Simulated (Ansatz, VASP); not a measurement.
# One calculation of Sn, two programs

File INCAR:

```
ALGO = Fast
EDIFF = 1E-6
ENCUT = 520
GGA = PE
ISIF = 2
ISMEAR = 0
LASPH = True
LCHARG = False
LREAL = False
LWAVE = False
NBANDS = 21
NELM = 60
PREC = Accurate
SIGMA = 0.1
```

The input KPOINTS:

```
k-points
0
Gamma
  16 16 16
```

File POSCAR:

```
Sn
1.0
   -2.6943248841      2.6943248841      1.5332522292
    2.6943248841     -2.6943248841      1.5332522292
    2.6943248841      2.6943248841     -1.5332522292
Sn
2
Direct
    0.2500000000      0.7500000000      0.5000000000
    0.5000000000      0.5000000000      0.0000000000
```

Input for Ansatz:

```yaml
crystal:
  lattice:
    - [-2.6943248841, 2.6943248841, 1.5332522292]
    - [2.6943248841, -2.6943248841, 1.5332522292]
    - [2.6943248841, 2.6943248841, -1.5332522292]
  atoms:
    - { symbol: Sn, position: [0.25, 0.75, 0.5] }
    - { symbol: Sn, position: [0.5, 0.5, 0.0] }
basis:
  ecutwfc: 420
kpoints:
  mp_grid: { grid: [16, 16, 16] }
hamiltonian:
  xc: pbe
scf:
  occupations: { method: gaussian, width: 0.1 }
output:
  forces: true
  stress: true
  eigenvalues: true
```

Alike in both runs: task single point; functional PBE; k mesh 16 × 16 × 16; occupations gaussian, width 0.1 eV; no spin polarisation.

```csv
,VASP,Ansatz
version,VASP 6.6.1,Ansatz 0.2.0
potentials or method,"VASP PAW PBE potentials, release 64 (Sn_d), cutoff 520 eV","scalar-relativistic, plane waves, PAW"
valence electrons in the cell,28,28
```

Ansatz gave:

* gap on the k mesh at the Fermi level (eV): none
* pressure (GPa): 21.3
* traceless stress, the component that is largest in VASP (GPa): -4.72

Estimate VASP's values.

gap on the k mesh at the Fermi level (eV): none; pressure (GPa): 21.2; traceless stress, the component that is largest in VASP (GPa): -4.71.

A gap of «none» marks a metal or a gap that the smearing closes.
